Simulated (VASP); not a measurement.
# TiO2 (P4_2/mnm) in VASP: a series of runs, part 2 of 3

VASP 6.6.1. Earlier steps stand in the parts before.

### Step 3. Single point, r2SCAN (strain -2.0%)

The input, POSCAR:

```
TiO2
1.0
    4.5049164241      0.0000000000      0.0000000000
    0.0000000000      4.5049164241      0.0000000000
    0.0000000000      0.0000000000      2.8944214413
Ti O
2 4
Direct
    0.0000000000      0.0000000000      0.0000000000
    0.5000000000      0.5000000000      0.5000000000
    0.3026512158      0.3026512158      0.0000000000
    0.1973487842      0.8026512158      0.5000000000
    0.8026512158      0.1973487842      0.5000000000
    0.6973487842      0.6973487842      0.0000000000
```

The input, INCAR.step1:

```
SYSTEM = TiO2
ALGO     = Normal         ! electronic algorithm
EDIFF    = 1E-4           ! SCF threshold, eV
ENCUT    = 520            ! plane-wave cutoff, eV
GGA      = PE             ! functional
ISMEAR   = 0              ! smearing method
LASPH    = .True.         ! aspherical terms in the spheres
LCHARG   = .False.        ! write CHGCAR
LREAL    = .False.        ! projectors in reciprocal space
LWAVE    = .True.         ! write WAVECAR
NBANDS   = 33             ! bands
NELM     = 80             ! most SCF steps
PREC     = Accurate       ! precision mode
SIGMA    = 0.01           ! smearing width, eV
```

The input, INCAR.step2:

```
SYSTEM = TiO2
ALGO     = Normal         ! electronic algorithm
EDIFF    = 1E-6           ! SCF threshold, eV
ENCUT    = 520            ! plane-wave cutoff, eV
ISIF     = 2              ! what is computed and relaxed
ISMEAR   = 0              ! smearing method
ISTART   = 1            
LASPH    = .True.         ! aspherical terms in the spheres
LCHARG   = .False.        ! write CHGCAR
LMIXTAU  = .True.       
LREAL    = .False.        ! projectors in reciprocal space
LWAVE    = .False.        ! write WAVECAR
METAGGA  = R2SCAN         ! meta-GGA
NBANDS   = 33             ! bands
NELM     = 80             ! most SCF steps
PREC     = Accurate       ! precision mode
SIGMA    = 0.01           ! smearing width, eV
```

The input, KPOINTS:

```
k-points
0
Gamma
  6 6 8
  0 0 0
```

Potentials or basis: VASP PAW PBE potentials, release 64 (Ti_sv, O).

Launch:

```sh
cat potpaw_PBE.64/Ti_sv/POTCAR potpaw_PBE.64/O/POTCAR > POTCAR
cp INCAR.step1 INCAR
mpirun -np 1 vasp_std > vasp.out
cp INCAR.step2 INCAR
mpirun -np 1 vasp_std > vasp.out
```

Run time: 3.5 min. Hardware: 1 thread of Intel Xeon 6975P-C (Granite Rapids), shared host; peak memory 0.22 GiB.

Results (log left out):

```
Free energy            : -69.5769 eV
Pressure               : 18.2 GPa
Largest force          : 0.032 eV/Å
Band gap on the k mesh : 2.31 eV
```

Forces in eV/Å, atoms in the order of the input:
```
Ti   0.000  0.000  0.000
Ti   0.000  0.000  0.000
O   -0.023 -0.023  0.000
O    0.023 -0.023  0.000
O   -0.023  0.023  0.000
O    0.023  0.023  0.000
```

Stress tensor (GPa, compression positive):
```
16.67  0.00  0.00
 0.00 16.67  0.00
 0.00  0.00 21.18
```

Levels at points of the mesh, in eV from the valence-band top:
| k point | band 20 | band 21 | band 22 | band 23 | band 24 | band 25 | band 26 | band 27 | band 28 | band 29 |
| --- | --- | --- | --- | --- | --- | --- | --- | --- | --- | --- |
| (0.00, 0.00, 0.00) | -2.16 | -0.78 | -0.54 | -0.54 | 0.00 | 2.31 | 2.63 | 2.93 | 3.06 | 3.06 |
| (0.50, 0.00, 0.00) | -3.36 | -1.81 | -1.81 | -0.84 | -0.84 | 3.07 | 3.07 | 3.69 | 3.69 | 4.23 |
| (0.50, 0.50, 0.00) | -2.44 | -1.43 | -1.43 | -1.21 | -1.21 | 2.35 | 2.35 | 3.09 | 3.09 | 4.53 |
| (0.00, 0.00, 0.50) | -3.03 | -2.69 | -2.69 | -1.54 | -1.54 | 3.60 | 3.60 | 3.89 | 3.89 | 4.30 |
| (0.50, 0.00, 0.50) | -2.55 | -2.21 | -2.21 | -1.21 | -1.21 | 2.41 | 2.41 | 3.91 | 3.91 | 4.59 |
| (0.50, 0.50, 0.50) | -3.00 | -1.49 | -1.49 | -0.72 | -0.72 | 3.18 | 3.18 | 3.79 | 3.79 | 3.94 |

Caveat: the cell differs from its parent crystal (strain -2.0%); the cell stands under pressure; the PAW data sets were made with another functional, which shifts forces and pressure a little. A k mesh can miss the band edges.

### Step 4. Single point, r2SCAN (strain -1.0%)

The input, POSCAR:

```
TiO2
1.0
    4.5508849591      0.0000000000      0.0000000000
    0.0000000000      4.5508849591      0.0000000000
    0.0000000000      0.0000000000      2.9239563539
Ti O
2 4
Direct
    0.0000000000      0.0000000000      0.0000000000
    0.5000000000      0.5000000000      0.5000000000
    0.3035731197      0.3035731197      0.0000000000
    0.1964268803      0.8035731197      0.5000000000
    0.8035731197      0.1964268803      0.5000000000
    0.6964268803      0.6964268803      0.0000000000
```

The input, INCAR.step1:

```
PREC     = Accurate       # precision mode
ENCUT    = 520            # plane-wave cutoff, eV
ISMEAR   = 0              # smearing method
SIGMA    = 0.01           # smearing width, eV
LREAL    = False          # projectors in reciprocal space
LASPH    = True           # aspherical terms in the spheres
NELM     = 100            # most SCF steps
NBANDS   = 33             # bands
GGA      = PE             # functional
ALGO     = Normal         # electronic algorithm
EDIFF    = 1E-4           # SCF threshold, eV
LWAVE    = True           # write WAVECAR
LCHARG   = False          # write CHGCAR
```

The input, INCAR.step2:

```
PREC     = Accurate       # precision mode
ENCUT    = 520            # plane-wave cutoff, eV
EDIFF    = 1E-6           # SCF threshold, eV
ISMEAR   = 0              # smearing method
SIGMA    = 0.01           # smearing width, eV
LREAL    = False          # projectors in reciprocal space
LASPH    = True           # aspherical terms in the spheres
NELM     = 100            # most SCF steps
ALGO     = Normal         # electronic algorithm
ISIF     = 2              # what is computed and relaxed
LWAVE    = False          # write WAVECAR
LCHARG   = False          # write CHGCAR
METAGGA  = R2SCAN         # meta-GGA
LMIXTAU  = True         
NBANDS   = 33             # bands
ISTART   = 1
```

The input, KPOINTS:

```
regular mesh
0
Gamma
  6 6 8
```

Potentials or basis: VASP PAW PBE potentials, release 64 (Ti_sv, O).

Launch:

```sh
cat potpaw_PBE.64/Ti_sv/POTCAR potpaw_PBE.64/O/POTCAR > POTCAR
cp INCAR.step1 INCAR
mpirun -np 1 vasp_std > vasp.out
cp INCAR.step2 INCAR
mpirun -np 1 vasp_std > vasp.out
```

OUTCAR:

```text
PREC = Accurate
   ENCUT = 520
   EDIFF = 1E-6
   ISMEAR = 0
   LREAL = False
   LASPH = True
   NELM = 100
   ISIF = 2
   METAGGA = R2SCAN
   ISTART = 1

 ion  position               nearest neighbor table
   1  0.000  0.000  0.000-   4 1.93   5 1.93   4 1.93   5 1.93   3 1.95   6 1.95
   2  0.500  0.500  0.500-   3 1.93   6 1.93   3 1.93   6 1.93   5 1.95   4 1.95
   3  0.304  0.304  0.000-   2 1.93   2 1.93   1 1.95
   4  0.196  0.804  0.500-   1 1.93   1 1.93   2 1.95
   5  0.804  0.196  0.500-   1 1.93   1 1.93   2 1.95
   6  0.696  0.696  0.000-   2 1.93   2 1.93   1 1.95

  LATTYP: Found a simple tetragonal cell.
 ALAT       =     4.5508849591
 C/A-ratio  =     0.6425028055

  Lattice vectors:

 A1 = (   4.5508849591,   0.0000000000,   0.0000000000)
 A2 = (   0.0000000000,   4.5508849591,   0.0000000000)
 A3 = (   0.0000000000,   0.0000000000,   2.9239563539)

Analysis of symmetry for initial positions (statically):
=====================================================================
 Subroutine PRICEL returns:
 Original cell was already a primitive cell.

 Routine SETGRP: Setting up the symmetry group for a
 simple tetragonal supercell.

 Subroutine GETGRP returns: Found 16 space group operations
 (whereof  8 operations were pure point group operations)
 out of a pool of 16 trial point group operations.

The static configuration has the point symmetry D_2h.
 The point group associated with its full space group is D_4h.

Analysis of symmetry for dynamics (positions and initial velocities):
=====================================================================
 Subroutine PRICEL returns:
 Original cell was already a primitive cell.

 Routine SETGRP: Setting up the symmetry group for a
 simple tetragonal supercell.

 Subroutine GETGRP returns: Found 16 space group operations
 (whereof  8 operations were pure point group operations)
 out of a pool of 16 trial point group operations.

The dynamic configuration has the point symmetry D_2h.
 The point group associated with its full space group is D_4h.

 Subroutine INISYM returns: Found 16 space group operations
 (whereof  8 operations are pure point group operations),
 and found     1 'primitive' translations

----------------------------------------------------------------------------------------

                                     Primitive cell

  volume of cell :      60.5568

  direct lattice vectors                    reciprocal lattice vectors
     4.550884959  0.000000000  0.000000000     0.219737482  0.000000000  0.000000000
     0.000000000  4.550884959  0.000000000     0.000000000  0.219737482  0.000000000
     0.000000000  0.000000000  2.923956354     0.000000000  0.000000000  0.342002369

  length of vectors
     4.550884959  4.550884959  2.923956354     0.219737482  0.219737482  0.342002369

  position of ions in fractional coordinates (direct lattice)
     0.000000000  0.000000000  0.000000000
     0.500000000  0.500000000  0.500000000
     0.303573120  0.303573120  0.000000000
     0.196426880  0.803573120  0.500000000
     0.803573120  0.196426880  0.500000000
     0.696426880  0.696426880  0.000000000

  ion indices of the primitive-cell ions
[... 27 lines left out ...]
     0.000000000  0.000000000  0.000000000

 Subroutine IBZKPT returns following result:
 ===========================================

 Found     50 irreducible k-points:

 Following reciprocal coordinates:
            Coordinates               Weight
  0.000000  0.000000  0.000000      1.000000
  0.166667  0.000000  0.000000      4.000000
  0.333333  0.000000  0.000000      4.000000
  0.500000  0.000000  0.000000      2.000000
  0.166667  0.166667  0.000000      4.000000
  0.333333  0.166667  0.000000      8.000000
[... 16 lines left out ...]
  0.333333  0.000000  0.250000      8.000000
  0.500000  0.000000  0.250000      4.000000
 [... further k-points ...]
   k-points           NKPTS =     50   k-points in BZ     NKDIM =     50   number of bands    NBANDS=     33
   number of dos      NEDOS =    301   number of ions     NIONS =      6
   total plane-waves  NPLWV =  31104
   dimension x,y,z NGX =    36 NGY =   36 NGZ =   24
   dimension x,y,z NGXF=    72 NGYF=   72 NGZF=   48
   ions per type =               2   4
   NGX,Y,Z   is equivalent  to a cutoff of  13.15, 13.15, 13.65 a.u.
   NGXF,Y,Z  is equivalent  to a cutoff of  26.30, 26.30, 27.29 a.u.
 SYSTEM =  unknown system
   PREC   = accura    normal or accurate (medium, high low for compatibility)
   ISTART =      1    job   : 0-new  1-cont  2-samecut
   ICHARG =      0    charge: 1-file 2-atom 10-const
   ISPIN  =      1    spin polarized calculation?
   LNONCOLLINEAR =      F non collinear calculations
   LSORBIT =      F    spin-orbit coupling
   LASPH  =      T    aspherical Exc in radial PAW
   ENCUT  =  520.0 eV  38.22 Ry    6.18 a.u.   8.46  8.46  5.44*2*pi/ulx,y,z
   NELM   =    100;   NELMIN=  2; NELMDL=  0     # of ELM steps
   EDIFF  = 0.1E-05   stopping-criterion for ELM
   LREAL  =      F    real-space projection
   EDIFFG = 0.1E-04   stopping-criterion for IOM
   NSW    =      0    number of steps for IOM
   IBRION =     -1    ionic relax: 0-MD 1-quasi-New 2-CG
   NFREE  =      0    steps in history (QN), initial steepest desc. (CG)
   ISIF   =      2    stress and relaxation
   ISYM   =      2    0-nonsym 1-usesym 2-fastsym
   POTIM  = 0.5000    time-step for ionic-motion
   TEBEG  =    0.0;   TEEND  =   0.0 temperature during run
   PSTRESS=    0.0 pullay stress
   NELECT =      48.0000    total number of electrons
   NUPDOWN=      -1.0000    fix difference up-down
   EMIN   =  10.00;   EMAX   =-10.00  energy-range for DOS
   EFERMI =   0.00;   METHOD = LEGACY
   ISMEAR =     0;   SIGMA  =   0.01  broadening in eV -4-tet -1-fermi 0-gaus
   EFERMI_NEDOS =   21; number of points for ismear=-14 and -15
   IALGO  =     38    algorithm
   IMIX   =      4    mixing-type and parameters
     AMIX     =   0.40;   BMIX     =  1.00
     AMIX_MAG =   1.60;   BMIX_MAG =  1.00
  volume/ion in A,a.u.               =      10.09        68.11
  Fermi-wavevector in a.u.,A,eV,Ry     =   1.515076  2.863078 31.231559  2.295455
  Thomas-Fermi vector in A             =   2.624648
   LORBIT       =      0    0 simple, 1 ext, 2 COOP (PROOUT), +10 PAW based schemes
   METAGGA = R2SCAN    functional components
   LHFCALC =     F    Hartree Fock is set to
   AEXX    =    0.0000 exact exchange contribution
   IVDW    =     0    specifies the selected vdW correction
   LEPSILON=     F    determine dielectric tensor
   LRPA    =     F    only Hartree local field effects (RPA)
 non-spin polarized calculation
 Gauss-broadening in eV      SIGMA  =   0.01
  energy-cutoff  :      520.00
  volume of cell :       60.56
 maximum number of plane-waves:      1644
 NGX is ok and might be reduce to    36
   NGX = 17   NGY = 17   NGZ = 11

 number of electron      48.0000004 magnetization

 Free energy of the ion-electron system (eV)
  ---------------------------------------------------
  ext. energy  EPLUGINS =         0.00000000
  ---------------------------------------------------
  free energy    TOTEN  =       -69.73291889 eV

  energy without entropy =      -69.73291889  energy(sigma->0) =      -69.73291889

 E-fermi :   5.0707     XC(G=0): -12.3335

 val. band max:        4.8789573374   @ k =   0.0000   0.0000   0.0000
 cond. band min:       7.1480845813   @ k =   0.0000   0.0000   0.0000
 fundamental gap:      2.2691272439
 Fermi energy:         5.0706778760

 k-point     1 :       0.0000    0.0000    0.0000
  band No.  band energies     occupation
      1     -54.1723      2.00000
      2     -54.1512      2.00000
      3     -29.4735      2.00000
      4     -29.4735      2.00000
      5     -29.2716      2.00000
      6     -29.2716      2.00000
[... 853 lines left out ...]
     32      10.5535      0.00000
     33      12.1637      0.00000

 [... further k-points ...]
[... 5 lines left out ...]
  --------------------------------------------------------------------------------------
  -------------------------------------------------------------------------------------
  Total        3.1163418      3.1163418      4.1073550     -0.0000000      0.0000000      0.0000000
  in kB       82.4504575     82.4504575    108.6701379     -0.0000000      0.0000000      0.0000000
  external PRESSURE =      91.1903510 kB  Pullay stress =       0.0000000 kB

 VOLUME and BASIS-vectors are now :
 -----------------------------------------------------------------------------
  energy-cutoff  :      520.00
  volume of cell :       60.56
      direct lattice vectors                 reciprocal lattice vectors
     4.550884959  0.000000000  0.000000000     0.219737482  0.000000000  0.000000000
     0.000000000  4.550884959  0.000000000     0.000000000  0.219737482  0.000000000
     0.000000000  0.000000000  2.923956354     0.000000000  0.000000000  0.342002369

 POSITION                                       TOTAL-FORCE (eV/Angst)
 -----------------------------------------------------------------------------------
      0.00000      0.00000      0.00000         0.000000      0.000000      0.000000
      2.27544      2.27544      1.46198         0.000000      0.000000      0.000000
      1.38153      1.38153      0.00000        -0.023137     -0.023137     -0.000000
      0.89392      3.65697      1.46198         0.023137     -0.023137      0.000000
      3.65697      0.89392      1.46198        -0.023137      0.023137      0.000000
      3.16936      3.16936      0.00000         0.023137      0.023137      0.000000
 -----------------------------------------------------------------------------------
    total drift:                               -0.000000      0.000000      0.000000

  FREE ENERGIE OF THE ION-ELECTRON SYSTEM (eV)
  ---------------------------------------------------
  free  energy   TOTEN  =       -69.7329188917 eV

  energy  without entropy=      -69.7329188917  energy(sigma->0) =      -69.73291889
```

Wall time 2.8 min (1 thread of Intel Xeon 6975P-C (Granite Rapids), shared host); peak memory 0.22 GiB.

Results:

| Property | Result |
| --- | --- |
| Free energy | -69.7329 eV |
| Pressure | 9.1 GPa |
| Largest force | 0.033 eV/Å |
| Band gap on the k mesh | 2.27 eV |

Forces on the atoms (eV/Å):
```
Ti   0.000  0.000  0.000
Ti   0.000  0.000  0.000
O   -0.023 -0.023  0.000
O    0.023 -0.023  0.000
O   -0.023  0.023  0.000
O    0.023  0.023  0.000
```

Stress tensor (GPa, compression positive):
```
 8.25  0.00  0.00
 0.00  8.25  0.00
 0.00  0.00 10.87
```

Caveat: the cell differs from its parent crystal (strain -1.0%); the cell stands under pressure; the PAW data sets were made with another functional, which shifts forces and pressure a little. A k mesh can miss the band edges.

[end of part 2 of 3]
